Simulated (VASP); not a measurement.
# Hf (P2_1/m) in VASP: single point with PBE

Aim: the single point of Hf with PBE.

Program: VASP 6.6.1. These are calculated values, not measurements. Logs are shortened: lines on timing, memory, paths and dates and some standing lists are left out, and cuts for length are marked.

## Step 1: The cell of the first run

It takes space group P2_1/m (No. 11, monoclinic). Conventional cell: a = 3.197 Å, b = 5.058 Å, c = 3.197 Å, α = 90.00°, β = 120.00°, γ = 90.00°. Hf (site symmetry m) has 14 Hf at 2.92 to 3.99 Å within 4.0 Å.

## Step 2: Single point, PBE (atom 1 (Hf) moved by (-0.450, +0.450) A along x and y)

INCAR reads:

```
SYSTEM = Hf
ALGO     = Fast           ! electronic algorithm
EDIFF    = 1E-6           ! SCF threshold, eV
ENCUT    = 520            ! plane-wave cutoff, eV
GGA      = PE             ! functional
ISIF     = 2              ! what is computed and relaxed
ISMEAR   = 0              ! smearing method
LASPH    = .TRUE.         ! aspherical terms in the spheres
LCHARG   = .FALSE.        ! write CHGCAR
LREAL    = .FALSE.        ! projectors in reciprocal space
LWAVE    = .FALSE.        ! write WAVECAR
NBANDS   = 17             ! bands
NELM     = 80             ! most SCF steps
PREC     = Accurate       ! precision mode
SIGMA    = 0.15           ! smearing width, eV
```

KPOINTS reads:

```
k-points
0
G
  18 18 10
  0 0 0
```

POSCAR reads:

```
Hf
1.0
    3.1966985242      0.0000000000      0.0000000000
   -1.5983492621      2.7684221302      0.0000000000
    0.0000000000      0.0000000000      5.0578000000
Hf
2
Direct
    0.2738368317      0.8292141319      0.2500000000
    0.6666666667      0.3333333333      0.7500000000
```

Potentials or basis: VASP PAW PBE potentials, release 64 (Hf_pv).

Launch:

```console
> cat potpaw_PBE.64/Hf_pv/POTCAR > POTCAR
> mpirun -np 1 vasp_std > vasp.out
```

OUTCAR:

```text
SYSTEM = Hf
   EDIFF = 1E-6
   ENCUT = 520
   GGA = PE
   ISIF = 2
   ISMEAR = 0
   LASPH = .TRUE.
   LREAL = .FALSE.
   NELM = 80
   PREC = Accurate

 ion  position               nearest neighbor table
   1  0.274  0.829  0.250-   2 2.92   2 2.92   2 3.10   2 3.10   2 3.53   2 3.53
   2  0.667  0.333  0.750-   1 2.92   1 2.92   1 3.10   1 3.10   1 3.53   1 3.53

  LATTYP: Found a hexagonal cell.
 ALAT       =     3.1966985242
 C/A-ratio  =     1.5821948681

  Lattice vectors:

 A1 = (   3.1966985242,   0.0000000000,   0.0000000000)
 A2 = (  -1.5983492621,   2.7684221302,   0.0000000000)
 A3 = (   0.0000000000,   0.0000000000,   5.0578000000)

Analysis of symmetry for initial positions (statically):
=====================================================================
 Subroutine PRICEL returns:
 Original cell was already a primitive cell.

 Routine SETGRP: Setting up the symmetry group for a
 hexagonal supercell.

 Subroutine GETGRP returns: Found  4 space group operations
 (whereof  1 operations were pure point group operations)
 out of a pool of 24 trial point group operations.

The static configuration has the point symmetry C_1 .
 The point group associated with its full space group is C_2h.

Analysis of symmetry for dynamics (positions and initial velocities):
=====================================================================
 Subroutine PRICEL returns:
 Original cell was already a primitive cell.

 Routine SETGRP: Setting up the symmetry group for a
 hexagonal supercell.

 Subroutine GETGRP returns: Found  4 space group operations
 (whereof  1 operations were pure point group operations)
 out of a pool of 24 trial point group operations.

The dynamic configuration has the point symmetry C_1 .
 The point group associated with its full space group is C_2h.

 Subroutine INISYM returns: Found  4 space group operations
 (whereof  1 operations are pure point group operations),
 and found     1 'primitive' translations

----------------------------------------------------------------------------------------

                                     Primitive cell

  volume of cell :      44.7606

  direct lattice vectors                    reciprocal lattice vectors
     3.196698524  0.000000000  0.000000000     0.312822743  0.180608295  0.000000000
    -1.598349262  2.768422130  0.000000000     0.000000000  0.361216589  0.000000000
     0.000000000  0.000000000  5.057800000     0.000000000  0.000000000  0.197714421

  length of vectors
[... 83 lines left out ...]
   LREAL  =      F    real-space projection
   EDIFFG = 0.1E-04   stopping-criterion for IOM
   NSW    =      0    number of steps for IOM
   IBRION =     -1    ionic relax: 0-MD 1-quasi-New 2-CG
   NFREE  =      0    steps in history (QN), initial steepest desc. (CG)
   ISIF   =      2    stress and relaxation
   ISYM   =      2    0-nonsym 1-usesym 2-fastsym
   POTIM  = 0.5000    time-step for ionic-motion
   TEBEG  =    0.0;   TEEND  =   0.0 temperature during run
   PSTRESS=    0.0 pullay stress
   NELECT =      20.0000    total number of electrons
   NUPDOWN=      -1.0000    fix difference up-down
   EMIN   =  10.00;   EMAX   =-10.00  energy-range for DOS
   EFERMI =   0.00;   METHOD = LEGACY
   ISMEAR =     0;   SIGMA  =   0.15  broadening in eV -4-tet -1-fermi 0-gaus
   EFERMI_NEDOS =   21; number of points for ismear=-14 and -15
   IALGO  =     68    algorithm
   IMIX   =      4    mixing-type and parameters
     AMIX     =   0.40;   BMIX     =  1.00
     AMIX_MAG =   1.60;   BMIX_MAG =  1.00
  volume/ion in A,a.u.               =      22.38       151.03
  Fermi-wavevector in a.u.,A,eV,Ry     =   1.251564  2.365112 21.312324  1.566412
  Thomas-Fermi vector in A             =   2.385505
   LORBIT       =      0    0 simple, 1 ext, 2 COOP (PROOUT), +10 PAW based schemes
   GGA     = PE    functional components
   LHFCALC =     F    Hartree Fock is set to
   AEXX    =    0.0000 exact exchange contribution
   IVDW    =     0    specifies the selected vdW correction
   LEPSILON=     F    determine dielectric tensor
   LRPA    =     F    only Hartree local field effects (RPA)
 non-spin polarized calculation
 RMM-DIIS sequential band-by-band and
 Gauss-broadening in eV      SIGMA  =   0.15
  energy-cutoff  :      520.00
  volume of cell :       44.76
 maximum number of plane-waves:      1236
   NGX = 11   NGY = 11   NGZ = 19

 number of electron      20.0000002 magnetization

 Free energy of the ion-electron system (eV)
  ---------------------------------------------------
  ext. energy  EPLUGINS =         0.00000000
  ---------------------------------------------------
  free energy    TOTEN  =       -19.58239559 eV

  energy without entropy =      -19.55158591  energy(sigma->0) =      -19.56699075

 E-fermi :   4.6693     XC(G=0): -11.2727

 val. band max:        4.6692863114   @ k =   0.0000   0.1111   0.2000
 cond. band min:       4.6708140453   @ k =   0.0556   0.4444  -0.1000
 fundamental gap:      0.0015277339
 Fermi energy:         4.6693006357

 k-point     1 :       0.0000    0.0000    0.0000
  band No.  band energies     occupation
      1     -26.2293      2.00000
      2     -25.4909      2.00000
      3     -25.3814      2.00000
      4     -25.3252      2.00000
      5     -25.2367      2.00000
      6     -25.2007      2.00000
[... 457 lines left out ...]
      4     -25.5477      2.00000
      5     -25.4967      2.00000
      6     -25.4287      2.00000
[... 9 lines left out ...]
     16      10.6917      0.00000
     17      11.1808      0.00000

 [... further k-points ...]

------------------------ aborting loop because EDIFF is reached ----------------------------------------

  FORCE on cell =-STRESS in cart. coord.  units (eV):
  Direction    XX          YY          ZZ          XY          YZ          ZX
  --------------------------------------------------------------------------------------
  -------------------------------------------------------------------------------------
  Total       -1.2631513      0.0348025      1.0319347      0.4373372      0.0000000      0.0000000
  in kB      -45.2137283      1.2457340     36.9374697     15.6542169      0.0000000      0.0000000
  external PRESSURE =      -2.3435082 kB  Pullay stress =       0.0000000 kB

 VOLUME and BASIS-vectors are now :
 -----------------------------------------------------------------------------
  energy-cutoff  :      520.00
  volume of cell :       44.76
      direct lattice vectors                 reciprocal lattice vectors
     3.196698524  0.000000000  0.000000000     0.312822743  0.180608295  0.000000000
    -1.598349262  2.768422130  0.000000000     0.000000000  0.361216589  0.000000000
     0.000000000  0.000000000  5.057800000     0.000000000  0.000000000  0.197714421

 POSITION                                       TOTAL-FORCE (eV/Angst)
 -----------------------------------------------------------------------------------
     -0.45000      2.29561      1.26445         0.285871     -0.507148      0.000000
      1.59835      0.92281      3.79335        -0.285871      0.507148      0.000000
 -----------------------------------------------------------------------------------
    total drift:                               -0.000004      0.000003      0.000000

  FREE ENERGIE OF THE ION-ELECTRON SYSTEM (eV)
  ---------------------------------------------------
  free  energy   TOTEN  =       -19.5823955881 eV

  energy  without entropy=      -19.5515859146  energy(sigma->0) =      -19.56699075
```

stdout:

```text
POSCAR found type information on POSCAR Hf
 POSCAR found :  1 types and       2 ions
 scaLAPACK will be used
 LDA part: xc-table for (Slater+PW92), standard interpolation
 POSCAR, INCAR and KPOINTS ok, starting setup
 FFT: planning ... GRIDC
 FFT: planning ... GRID_SOFT
 FFT: planning ... GRID
 WAVECAR not read
 entering main loop
```

Wall time 4.2 min (1 thread of Intel Xeon 6975P-C (Granite Rapids), shared host); peak memory 0.67 GiB.

What came out:

* Free energy: -19.5824 eV
* Pressure: -0.2 GPa
* Largest force: 0.582 eV/Å
* Band gap on the k mesh: zero (bands 10 and 11 overlap by 1.39 eV)

Forces on the atoms (eV/Å):
```
Hf   0.286 -0.507  0.000
Hf  -0.286  0.507  0.000
```

Stress tensor (GPa, compression positive):
```
-4.52  1.57  0.00
 1.57  0.12  0.00
 0.00  0.00  3.69
```

Caveat: the cell differs from its parent crystal (atom 1 (Hf) moved by (-0.450, +0.450) A along x and y); the stress differs along the axes, from -5 to 4 GPa; spin-orbit coupling is left out, which moves the levels of the heavy elements.
